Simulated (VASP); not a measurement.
Ba: single point with PBEsol

The system is Ba.

```
CELL_PARAMETERS angstrom
0.00000 3.08145 3.08145
3.08145 0.00000 3.08145
3.08145 3.08145 0.00000
ATOMIC_POSITIONS crystal
Ba 0.00000 0.00000 0.00000
```

This isn't the form of Ba at room conditions, which is bcc.

| Property | Result |
| --- | --- |
| Program | VASP 6.6.1 |
| Task | single point |
| Functional | PBEsol |
| Potentials or basis | VASP PAW PBE potentials, release 64 (Ba_sv) |
| Cutoff | 520 eV |
| k mesh | 14 × 14 × 14 |
| Occupations | gaussian, width 0.15 eV |
| Spin | no spin polarisation |

```json
{"Pressure": "0.1 GPa", "Band gap on the k mesh": "zero (bands 5 and 6 overlap by 0.39 eV)"}
```

Levels at points of the mesh, in eV from the Fermi level:
| k point | band 1 | band 2 | band 3 | band 4 | band 5 | band 6 | band 7 | band 8 | band 9 | band 10 |
| --- | --- | --- | --- | --- | --- | --- | --- | --- | --- | --- |
| (0.00, 0.00, 0.00) | -28.74 | -13.63 | -13.63 | -13.63 | -2.83 | 1.84 | 1.84 | 1.84 | 3.56 | 3.56 |
| (0.50, 0.00, 0.00) | -28.68 | -14.22 | -13.71 | -13.71 | -1.00 | 1.30 | 1.69 | 1.69 | 4.89 | 4.89 |
| (0.50, 0.50, 0.00) | -28.67 | -14.18 | -13.84 | -13.84 | -0.91 | -0.25 | 2.37 | 4.91 | 5.30 | 5.30 |

It took 12 s on 1 thread of Intel(R) Xeon(R) 6975P-C (Granite Rapids), on a shared host, peak memory 0.21 GiB.

Caveat: the PAW data sets were made with another functional, which shifts forces and pressure a little; spin-orbit coupling is left out, which moves the levels of the heavy elements.
